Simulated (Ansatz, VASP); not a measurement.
LiF: VASP beside Ansatz

File INCAR:

```
SYSTEM = LiF
PREC = Accurate
ENCUT = 600
EDIFF = 1E-6
ISMEAR = -1
SIGMA = 0.05
LREAL = .False.
LASPH = .True.
NELM = 100
ALGO = Normal
ISIF = 3
LWAVE = .False.
LCHARG = .False.
GGA = PS
IVDW = 13
IBRION = 2
NSW = 60
EDIFFG = -0.01
```

File KPOINTS:

```
regular mesh
0
Gamma
  11 11 11
  0 0 0
```

POSCAR

```
LiF
1.0
    0.0000000000      2.0140000000      2.0140000000
    2.0140000000      0.0000000000      2.0140000000
    2.0140000000      2.0140000000      0.0000000000
F Li
1 1
Direct
    0.5000000000      0.5000000000      0.5000000000
    0.0000000000      0.0000000000      0.0000000000
```

File input.yaml:

```yaml
crystal:
  lattice:
    - [0.0, 2.014, 2.014]
    - [2.014, 0.0, 2.014]
    - [2.014, 2.014, 0.0]
  atoms:
    - { symbol: F, position: [0.5, 0.5, 0.5] }
    - { symbol: Li, position: [0.0, 0.0, 0.0] }
hamiltonian:
  xc: pbesol
  pseudopotentials: { kind: paw }
  dispersion: d4
kpoints:
  mp_grid: { grid: [11, 11, 11] }
scf:
  occupations: { method: fermi_dirac, width: 0.05 }
output:
  forces: true
  stress: true
  eigenvalues: true
  write_density: true
  write_potential: true
  elf: true
  volumetric_format: npy
relax:
  f_tol: 0.01
  max_steps: 40
  cell: { stress_tol: 0.05 }
```

Alike in both runs: task relaxation of cell and atoms; functional PBEsol; dispersion D4; k mesh 11 × 11 × 11; occupations fermi-dirac, width 0.05 eV; no spin polarisation.

|  | VASP | Ansatz |
| --- | --- | --- |
| version | VASP 6.6.1 | Ansatz 0.2.0 |
| potentials or method | VASP PAW PBE potentials, release 64 (F, Li_sv) | Ansatz PAW |
| plane-wave cutoff (eV) | 600 | 420 |
| valence electrons in the cell | 10 | 10 |

Ansatz gave:

```
gap on the k mesh at the Fermi level, each at its own relaxed structure (eV) : 9.14
relaxed volume (Å³/atom)                                                     : 7.97
relaxed cell length with the largest relative difference (Å)                 : 2.825
```

**Question.** Estimate VASP's values.

**Answer.** gap on the k mesh at the Fermi level, each at its own relaxed structure (eV): 9.21; relaxed volume (Å³/atom): 7.91; relaxed cell length with the largest relative difference (Å): 2.818.

VASP's potentials were made for PBE, not for PBEsol.

Noted on VASP's run: the cutoff is short for stress, so the pressure is rough. Noted on Ansatz's run: odd divisions of the mesh miss points on the zone boundary, where band edges often lie, so the gap on the mesh can be too wide; the plane-wave basis is chosen anew once the cell has moved, so the energies of steps on either side of that aren't comparable.
